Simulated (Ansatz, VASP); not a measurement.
Given: the input of a run of Ansatz 0.2.0 on Sb.

File input.yaml:

```yaml
crystal:
  lattice:
    - [-1.5765401831, 1.5765401831, 2.7119384313]
    - [1.5765401831, -1.5765401831, 2.7119384313]
    - [1.5765401831, 1.5765401831, -2.7119384313]
  atoms:
    - { symbol: Sb, position: [0.0, 0.0, 0.0] }
hamiltonian:
  xc: revpbe
  pseudopotentials: { kind: paw }
  dispersion: d4
kpoints:
  mp_grid: { grid: [12, 12, 12] }
scf:
  occupations: { method: fermi_dirac, width: 0.05 }
output:
  forces: true
  stress: true
  eigenvalues: true
relax:
  f_tol: 0.01
  max_steps: 40
  cell: { stress_tol: 0.05 }
```

Potentials or basis: Ansatz PAW.

The run is started by

```console
$ ansatz run input.yaml --threads 2 --pin off --max-ram 5632MiB --backend cpu --events-out ev --progress --plain --runs-dir out
```

Problem. Set up the same calculation for VASP 6.6.1. Potentials there: VASP PAW PBE potentials, release 64 (Sb).

Solution. As run (the cutoff follows the program's own potentials):

Contents of INCAR:

```
SYSTEM = Sb
PREC = Accurate
ENCUT = 600
EDIFF = 1E-6
ISMEAR = -1
SIGMA = 0.05
LREAL = .False.
LASPH = .True.
NELM = 60
ALGO = Normal
ISIF = 3
LWAVE = .False.
LCHARG = .False.
GGA = RE
IVDW = 13
IBRION = 2
NSW = 60
EDIFFG = -0.01
```

KPOINTS

```
Automatic mesh
0
Gamma
  12 12 12
  0 0 0
```

File POSCAR:

```
Sb
1.0
   -1.5765401831      1.5765401831      2.7119384313
    1.5765401831     -1.5765401831      2.7119384313
    1.5765401831      1.5765401831     -2.7119384313
Sb
1
Direct
    0.0000000000      0.0000000000      0.0000000000
```

Potentials or basis: VASP PAW PBE potentials, release 64 (Sb).

Launch:

```console
$ cat potpaw_PBE.64/Sb/POTCAR > POTCAR
$ mpirun -np 1 vasp_std > vasp.out
```

Both were run:

|  | VASP | Ansatz | Ansatz less VASP |
| --- | --- | --- | --- |
| gap on the k mesh at the Fermi level, each at its own relaxed structure (eV) | none | none | - |
| relaxed volume (Å³/atom) | 25.86 | 25.94 | +0.081 |
| relaxed cell length with the largest relative difference (Å) | 3.418 | 3.422 | +0.0045 |

VASP's potentials were made for PBE, not for revPBE. A gap of «none» marks a metal or a gap that the smearing closes. VASP's potentials hold 5 valence electrons a cell and Ansatz's 15, so a difference there can come from the potentials and not from the codes.

Spin-orbit coupling is off throughout. Noted on Ansatz's run: the plane-wave basis is chosen anew once the cell has moved, so the energies of steps on either side of that aren't comparable.
